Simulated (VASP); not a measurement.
# Y2SiO (P-4m2) in VASP: further runs, part 3 of 3

VASP 6.6.1. Earlier steps stand in the parts before.

## Step 4: Relaxation of cell and atoms, PBE

INCAR

```
  PREC = Accurate
  ENCUT = 600
  EDIFF = 1E-7
  ISMEAR = 0
  SIGMA = 0.1
  LREAL = F
  LASPH = T
  NELM = 60
  ALGO = Normal
  ISIF = 3
  LWAVE = F
  LCHARG = F
  GGA = PE
  IBRION = 2
  NSW = 90
  EDIFFG = -0.04
```

KPOINTS

```
Automatic mesh
0
Gamma
  6 6 4
```

POSCAR

```
Y2SiO
1.0
    3.7234594300      0.0000000000      0.0000000000
    0.0000000000      3.7234594300      0.0000000000
    0.0000000000      0.0000000000      5.5077423600
Y Si O
2 1 1
Direct
    0.0000000000      0.5000000000      0.2627377800
    0.5000000000      0.0000000000      0.7372622200
    0.0000000000      0.0000000000      0.0000000000
    0.5000000000      0.5000000000      0.5000000000
```

Potentials or basis: VASP PAW PBE potentials, release 64 (Y_sv, Si, O).

On the command line:

```
$ cat potpaw_PBE.64/Y_sv/POTCAR potpaw_PBE.64/Si/POTCAR potpaw_PBE.64/O/POTCAR > POTCAR
$ mpirun -np 1 vasp_std > vasp.out
```

OUTCAR:

```text
PREC = Accurate
   ENCUT = 600
   EDIFF = 1E-7
   ISMEAR = 0
   LREAL = F
   LASPH = T
   NELM = 60
   ISIF = 3
   GGA = PE
   IBRION = 2
   NSW = 90
   EDIFFG = -0.04

 ion  position               nearest neighbor table
   1  0.000  0.500  0.263-   4 2.27   4 2.27   3 2.36   3 2.36   2 3.71   2 3.71   2 3.71   2 3.71
                             2 3.91   2 3.91   2 3.91   2 3.91
   2  0.500  0.000  0.737-   4 2.27   4 2.27   3 2.36   3 2.36   1 3.71   1 3.71   1 3.71   1 3.71
                             1 3.91   1 3.91   1 3.91   1 3.91
   3  0.000  0.000  0.000-   1 2.36   2 2.36   1 2.36   2 2.36
   4  0.500  0.500  0.500-   1 2.27   2 2.27   2 2.27   1 2.27

  LATTYP: Found a simple tetragonal cell.
 ALAT       =     3.7234594300
 C/A-ratio  =     1.4792003145

  Lattice vectors:

 A1 = (   3.7234594300,   0.0000000000,   0.0000000000)
 A2 = (   0.0000000000,   3.7234594300,   0.0000000000)
 A3 = (   0.0000000000,   0.0000000000,   5.5077423600)

Analysis of symmetry for initial positions (statically):
=====================================================================
 Subroutine PRICEL returns:
 Original cell was already a primitive cell.

 Routine SETGRP: Setting up the symmetry group for a
[... 167 lines left out ...]

 Free energy of the ion-electron system (eV)
  ---------------------------------------------------
  ext. energy  EPLUGINS =         0.00000000
  ---------------------------------------------------
  free energy    TOTEN  =       -26.17198002 eV

  energy without entropy =      -26.16537200  energy(sigma->0) =      -26.16867601

------------------------ aborting loop because EDIFF is reached ----------------------------------------

  FORCE on cell =-STRESS in cart. coord.  units (eV):
  Direction    XX          YY          ZZ          XY          YZ          ZX
  --------------------------------------------------------------------------------------
  -------------------------------------------------------------------------------------
  Total       14.3143702     14.3143702     13.4892346      0.0000000     -0.0000000      0.0000000
  in kB      300.3419240    300.3419240    283.0290554      0.0000000     -0.0000000      0.0000000
  external PRESSURE =     294.5709678 kB  Pullay stress =       0.0000000 kB
[... 1218 lines left out ...]
     19       6.7324      0.00000
     20       7.9551      0.00000

 [... further k-points ...]

[... ionic steps 4 to 31 ...]

--------------------------------------- Ionic step       32  -------------------------------------------

 number of electron      32.0000010 magnetization

------------------------ aborting loop because EDIFF is reached ----------------------------------------
[... 71 lines left out ...]
--------------------------------------- Ionic step       34  -------------------------------------------

 number of electron      32.0000013 magnetization

 Free energy of the ion-electron system (eV)
  ---------------------------------------------------
  ext. energy  EPLUGINS =         0.00000000
  ---------------------------------------------------
  free energy    TOTEN  =       -30.23079250 eV

  energy without entropy =      -30.22982250  energy(sigma->0) =      -30.23030750

 E-fermi :   4.0948     XC(G=0):  -9.9518

 val. band max:        3.9164000414   @ k =   0.1667   0.1667   0.0000
 cond. band min:       4.0963098645   @ k =   0.0000   0.0000   0.2500
 fundamental gap:      0.1799098231
 Fermi energy:         4.0948484513
[... 583 lines left out ...]
  FREE ENERGIE OF THE ION-ELECTRON SYSTEM (eV)
  ---------------------------------------------------
  free  energy   TOTEN  =       -30.2307924951 eV

  energy  without entropy=      -30.2298224961  energy(sigma->0) =      -30.23030750

 reached required accuracy - stopping structural energy minimisation
```

OSZICAR:

```text
N       E                     dE             d eps       ncg     rms          rms(c)
DAV:   1     0.190514846518E+03    0.19051E+03   -0.17596E+04  1200   0.170E+03
DAV:   2    -0.112582727375E+02   -0.20177E+03   -0.19291E+03  1364   0.367E+02
DAV:   3    -0.294336387290E+02   -0.18175E+02   -0.17856E+02  1984   0.807E+01
[... 422 lines left out ...]
DAV:   6    -0.302307906732E+02   -0.21852E-04   -0.48363E-05  2196   0.327E-02    0.700E-03
DAV:   7    -0.302307910478E+02   -0.37459E-06   -0.62414E-06  1684   0.126E-02    0.738E-03
DAV:   8    -0.302307923520E+02   -0.13042E-05   -0.18142E-06  1872   0.592E-03    0.170E-03
DAV:   9    -0.302307924958E+02   -0.14379E-06   -0.77128E-08   696   0.196E-03    0.279E-04
DAV:  10    -0.302307924951E+02    0.66893E-09   -0.20360E-08   648   0.882E-04
  34 F= -.30230792E+02 E0= -.30230307E+02  d E =-.176799E-02
```

Run time: 39 min. Hardware: 1 thread of Intel Xeon Platinum 8375C at 2.90GHz (Ice Lake), shared host; peak memory 0.25 GiB.

Results:

```
Free energy                           : -30.2308 eV
Relaxed volume                        : 20.75 Å³/atom
Relaxed cell                          : a = 4.628 Å, b = 4.628 Å, c = 3.874 Å, α = 90.00°, β = 90.00°, γ = 90.00°
Space group after relaxing (to 0.1 Å) : P-4m2 (No. 115)
Energy gained by relaxing             : 1014.7 meV/atom
Ionic steps                           : 34
Pressure after relaxing               : 0.0 GPa
Largest force after relaxing          : 0.019 eV/Å
Band gap on the k mesh                : zero (bands 16 and 17 overlap by 0.23 eV)
```

Forces on the atoms (eV/Å):
```
Y    0.000  0.000 -0.019
Y    0.000  0.000  0.019
Si   0.000  0.000  0.000
O    0.000  0.000  0.000
```

Step by step:
| step | energy change (eV) | largest force (eV/Å) | pressure (GPa) | volume (Å³) |
| --- | --- | --- | --- | --- |
| 1 | 0.0000 | 5.1472 | 29.46 | 76.36 |
| 2 | -1.9050 | 0.4125 | -10.41 | 122.08 |
| 3 | -2.6351 | 1.3484 | -2.88 | 102.46 |
| 4 | -2.6366 | 1.4052 | -2.43 | 101.72 |
| 5 | -2.6359 | 1.4492 | -2.08 | 101.16 |
| 6 | -2.8392 | 0.9618 | -0.49 | 97.84 |
| 7 | -2.9317 | 0.0818 | 2.78 | 93.28 |
| 8 | -2.9340 | 0.2220 | 2.23 | 93.92 |
| 9 | -2.9994 | 0.1041 | -0.62 | 97.44 |
| 10 | -3.0027 | 0.1823 | -1.38 | 98.46 |
| 11 | -3.0778 | 0.1381 | -1.66 | 98.06 |
| 12 | -3.2643 | 0.0629 | -2.48 | 96.65 |
| 13 | -3.7036 | 0.6966 | -4.32 | 91.28 |
| 14 | -3.6918 | 0.8320 | -4.82 | 87.79 |
| 15 | -3.7177 | 0.7604 | -4.45 | 90.59 |
| 16 | -3.7591 | 0.7772 | -4.10 | 89.14 |
| 17 | -3.7935 | 0.7934 | -3.24 | 86.34 |
| 18 | -3.8417 | 0.7708 | -1.91 | 85.13 |
| 19 | -3.8967 | 0.6996 | 1.51 | 82.39 |
| 20 | -3.8977 | 0.6853 | 2.16 | 81.91 |
| 21 | -3.9253 | 0.5999 | 1.78 | 82.34 |
| 22 | -3.9786 | 0.3597 | 0.74 | 83.62 |
| 23 | -3.9574 | 0.0359 | -0.86 | 86.17 |
| 24 | -3.9907 | 0.1980 | 0.09 | 84.56 |
| 25 | -4.0046 | 0.2056 | -0.55 | 84.82 |
| 26 | -4.0180 | 0.2145 | -1.87 | 85.37 |
| 27 | -4.0268 | 0.2109 | -1.49 | 84.83 |
| 28 | -4.0429 | 0.1905 | -0.28 | 83.22 |
| 29 | -4.0446 | 0.1768 | 0.34 | 82.46 |
| 30 | -4.0475 | 0.1557 | 0.38 | 82.45 |
| 31 | -4.0540 | 0.0962 | 0.51 | 82.43 |
| 32 | -4.0570 | 0.0075 | 0.81 | 82.38 |
| 33 | -4.0585 | 0.0230 | -0.30 | 83.27 |
| 34 | -4.0588 | 0.0185 | 0.03 | 83.00 |

Final structure:
```
Y Si O
1.0
     4.62847    0.00000    0.00000
     0.00000    4.62847    0.00000
     0.00000    0.00000    3.87441
Y Si O
2 1 1
Direct
  0.00000 0.50000 0.45696
  0.50000 0.00000 0.54304
  0.00000 0.00000 0.00000
  0.50000 0.50000 0.50000
```

Caveat: semilocal functionals underestimate gaps, and a narrow one can read as zero; a cell axis changed by over 15 % at a fixed basis, so the end point is rough.

## Step 5: Summary

```csv
task,cell,cutoff (eV),gap on the mesh (eV),pressure (GPa),largest force (eV/Å)
single point,"a = 3.723, b = 3.723, c = 5.508 Å, 4 atoms, atomic positions A",520,none,29.5,5.15
single point,"a = 4.644, b = 4.644, c = 3.871 Å, 4 atoms, atomic positions B",520,none,-0.2,0.01
relaxation of cell and atoms,"relaxed from a = 3.723, b = 3.723, c = 5.508 Å, 4 atoms, atomic positions A",600,none,0.0,0.02
```

Alike in all rows: level PBE; potentials or basis VASP PAW PBE potentials, release 64 (Y_sv, Si, O); no spin polarisation; k mesh 6 × 6 × 4; smearing gaussian 0.1 eV.

Caveats: some runs use coarse meshes; semilocal functionals underestimate gaps, and a narrow one can read as zero; the cell stands under pressure (at least some runs); forces of over 1 eV/Å act on the atoms, so gaps and moduli don't describe the material at rest (at least some runs); a cell axis changed by over 15 % at a fixed basis, so the end point is rough (at least some runs).

Total energies depend on the potentials used, so only differences within one code and one set of settings carry meaning.

The gap in the log of VASP goes by the Fermi energy; the results here count the filled bands.